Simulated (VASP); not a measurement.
Set up this calculation in VASP 6.6.1, as the native input.

* Task: single point
* Functional: PBEsol
* Potentials or basis: VASP PAW PBE potentials, release 64 (Sn_d, O)
* Cutoff: 520 eV
* k mesh: 7 × 7 × 6
* Occupations: fermi-dirac, width 0.05 eV
* Spin: no spin polarisation
* Dipole correction: no
* Further INCAR settings: ALGO = Normal; EDIFF = 1e-06; NBANDS = 28

The structure of SnO lies in POSCAR:

```
SnO
1.0
    3.8136952200      0.0000000000      0.0000000000
    0.0000000000      3.8136952200      0.0000000000
    0.0000000000      0.0000000000      4.8869133000
Sn O
2 2
Direct
    0.5000000000      0.0000000000      0.7646261400
    0.0000000000      0.5000000000      0.2353738600
    0.0000000000      0.0000000000      0.0000000000
    0.5000000000      0.5000000000      0.0000000000
```

These files were run (other wordings do the same):

INCAR

```
SYSTEM = SnO
PREC = Accurate ; ENCUT = 520
EDIFF = 1E-6 ; ISMEAR = -1
SIGMA = 0.05 ; LREAL = .False.
LASPH = .True. ; NELM = 80
ALGO = Normal ; ISIF = 2
LWAVE = .False. ; LCHARG = .False.
GGA = PS ; NBANDS = 28
```

KPOINTS

```
regular mesh
0
Gamma
  7 7 6
  0 0 0
```

Potentials or basis: VASP PAW PBE potentials, release 64 (Sn_d, O).

The run is started by

```sh
$ cat potpaw_PBE.64/Sn_d/POTCAR potpaw_PBE.64/O/POTCAR > POTCAR
$ mpirun -np 1 vasp_std > vasp.out
```

Results of the run:

The pressure is -0.3 GPa, the largest force is 0.160 eV/Å and the band gap on the k mesh is 0.37 eV, indirect (least direct gap 1.96 eV).

Caveat: the PAW data sets were made with another functional, which shifts forces and pressure a little; spin-orbit coupling is left out, which moves the levels of the heavy elements.

Run time: 40 s on 1 thread of Intel(R) Xeon(R) 6975P-C (Granite Rapids) (shared host), peak memory 0.2 GiB.
